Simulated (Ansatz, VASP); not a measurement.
# Two plane-wave programs on MgS

The input INCAR:

```
SYSTEM = MgS
PREC = Accurate ; ENCUT = 600
EDIFF = 1E-6 ; ISMEAR = 0
SIGMA = 0.1 ; LREAL = .FALSE.
LASPH = .TRUE. ; NELM = 120
ALGO = Normal ; ISIF = 2
LWAVE = .FALSE. ; LCHARG = .TRUE.
GGA = CA ; LELF = .TRUE.
LVHAR = .TRUE. ; NBANDS = 16
GGA_COMPAT = .FALSE.
```

The input KPOINTS:

```
Automatic mesh
0
G
  6 4 4
  0 0 0
```

Contents of POSCAR:

```
MgS
1.0
    3.8194131438      0.0000000000      0.0000000000
    0.0000000000      5.4014658538      0.0000000000
    0.0000000000      0.0000000000      4.0678174648
Mg S
2 2
Direct
    0.0000000000      0.0000000000      0.0000000000
    0.5000000000      0.5000000000      0.4999970000
    0.5000000000      0.2500000000      0.0000000000
    0.0000000000      0.7500000000      0.4999970000
```

Input for Ansatz:

```yaml
crystal:
  lattice:
    - [3.8194131438, 0.0, 0.0]
    - [0.0, 5.4014658538, 0.0]
    - [0.0, 0.0, 4.0678174648]
  atoms:
    - { symbol: Mg, position: [0.0, 0.0, 0.0] }
    - { symbol: S, position: [0.5, 0.25, 0.0] }
    - { symbol: Mg, position: [0.5, 0.5, 0.499997] }
    - { symbol: S, position: [0.0, 0.75, 0.499997] }
basis:
  ecutwfc: 420
kpoints:
  mp_grid: { grid: [6, 4, 4] }
hamiltonian:
  xc: lda
  pseudopotentials: { kind: paw, azcp: { folder: soft_1 } }
scf:
  occupations: { method: gaussian, width: 0.1 }
output:
  forces: true
  stress: true
  eigenvalues: true
```

Alike in both runs: task single point; functional LDA; k mesh 6 × 4 × 4; occupations gaussian, width 0.1 eV; no spin polarisation.

|  | VASP | Ansatz |
| --- | --- | --- |
| version | VASP 6.6.1 | Ansatz 0.2.0 |
| potentials or method | VASP PAW LDA potentials, release 64 (Mg, S), cutoff 600 eV | scalar-relativistic, plane waves, PAW |
| valence electrons in the cell | 16 | 32 |

```csv
,VASP,Ansatz,Ansatz less VASP
gap on the k mesh at the Fermi level (eV),3.40,3.40,+0.003
least direct gap on the mesh (eV),3.40,3.40,+0.003
pressure (GPa),2.8,3.1,+0.31
rms of the force components (eV/Å),0.302,0.297,-0.0047
```

Ansatz warns that its potentials were made for another functional, while VASP's fit it. LDA's correlation is that of Perdew and Zunger in VASP and of Perdew and Wang (1992) in Ansatz. VASP's potentials hold 16 valence electrons a cell and Ansatz's 32, so a difference there can come from the potentials and not from the codes. Ansatz's warnings: structure snapped to symmetry.
